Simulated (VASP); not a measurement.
Write the native input for VASP 6.6.1 that does the following.

```
Task                   : single point
Functional             : PBE
Potentials or basis    : VASP PAW PBE potentials, release 64 (C)
Cutoff                 : 520 eV
k mesh                 : 12 × 12 × 2
Occupations            : gaussian, width 0.02 eV
Spin                   : no spin polarisation
Dipole correction      : no
Further INCAR settings : ALGO = Normal; EDIFF = 1e-07; NBANDS = 36
```

The structure of C lies in POSCAR:

```
C
1.0
    2.5204761252      0.0000000000      0.0000000000
   -1.2602380626      2.1827963540      0.0000000000
    0.0000000000      0.0000000000     12.4289214317
C
12
Direct
    0.0000000000      0.0000000000      0.1868577048
    0.0000000000      0.0000000000      0.6868577048
    0.0000000000      0.0000000000      0.3131422952
    0.0000000000      0.0000000000      0.8131422952
    0.3333333333      0.6666666667      0.5207667974
    0.6666666667      0.3333333333      0.0207667974
    0.3333333333      0.6666666667      0.9792332026
    0.6666666667      0.3333333333      0.4792332026
    0.3333333333      0.6666666667      0.6450902117
    0.6666666667      0.3333333333      0.1450902117
    0.3333333333      0.6666666667      0.8549097883
    0.6666666667      0.3333333333      0.3549097883
```

One way to write it, as run:

INCAR

```
ALGO = Normal
EDIFF = 1E-7
ENCUT = 520
GGA = PE
ISIF = 2
ISMEAR = 0
LASPH = True
LCHARG = False
LREAL = False
LWAVE = False
NBANDS = 36
NELM = 80
PREC = Accurate
SIGMA = 0.02
```

KPOINTS

```
k-points
0
Gamma
  12 12 2
```

Potentials or basis: VASP PAW PBE potentials, release 64 (C).

Run with:

```sh
$ cat potpaw_PBE.64/C/POTCAR > POTCAR
$ mpirun -np 1 vasp_std > vasp.out
```

It gave:

```
Pressure               : 0.7 GPa
Largest force          : 0.004 eV/Å
Band gap on the k mesh : 4.44 eV, indirect (least direct gap 5.38 eV)
```

It took 66 s on 1 thread of Intel Xeon 6975P-C, on a shared host, peak memory 0.21 GiB.
